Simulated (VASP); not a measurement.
Input of a VASP 6.6.1 run:

File INCAR:

```
  ALGO = Normal
  EDIFF = 1E-6
  ENCUT = 520
  GGA = RP
  ISIF = 2
  ISMEAR = -1
  LASPH = T
  LCHARG = F
  LREAL = F
  LWAVE = F
  NBANDS = 18
  NELM = 60
  PREC = Accurate
  SIGMA = 0.1
```

File KPOINTS:

```
k-points
0
Gamma
  16 16 4
```

Contents of POSCAR:

```
As
1.0
    2.9942141971      0.0000000000      0.0000000000
   -1.4971070985      2.5930655591      0.0000000000
    0.0000000000      0.0000000000     10.1465507406
As
4
Direct
    0.0000000000      1.0000000000      0.0000000000
    0.0000000000      1.0000000000      0.5000000000
    0.3333333333      0.6666666667      0.2500000000
    0.6666666667      0.3333333333      0.7500000000
```

Potentials or basis: VASP PAW PBE potentials, release 64 (As).

Command:

```console
$ cat potpaw_PBE.64/As/POTCAR > POTCAR
$ mpirun -np 1 vasp_std > vasp.out
```

(1) Estimate the pressure.

(2) Predict the band gap on the k mesh.

Results:

(1) 0.0 GPa.

(2) zero (band 10 reaches 11.17 eV, above the bottom of band 11 at 3.66 eV).

Caveat: the PAW data sets were made with another functional, which shifts forces and pressure a little.
